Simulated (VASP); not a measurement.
Tl:

```xyz
2
Lattice="3.4014 0.0000 0.0000 -1.7007 2.9457 0.0000 0.0000 0.0000 5.4430" Properties=species:S:1:pos:R:3 pbc="T T T"
Tl    0.0000    1.9638    1.3608
Tl    1.7007    0.9819    4.0823
```

Base run:

- Program: VASP 6.6.1
- Functional: LDA
- Potentials or basis: VASP PAW LDA potentials, release 64 (Tl_d)
- Cutoff: 520 eV
- k mesh: 17 × 17 × 10
- Occupations: fermi-dirac, width 0.1 eV
- Spin: no spin polarisation

Its results: band gap on the k mesh zero (band 13 reaches 10.47 eV, above the bottom of band 14 at 4.42 eV); pressure 0.1 GPa.

Task: The run is repeated on the same cell with these changes: k mesh from 17 × 17 × 10 to 4 × 4 × 2. What comes out?

Result: Band gap on the k mesh zero (band 13 reaches 10.31 eV, above the bottom of band 14 at 4.36 eV); pressure 2.1 GPa.

Caveats: some runs use coarse meshes; spin-orbit coupling is left out, which moves the levels of the heavy elements.
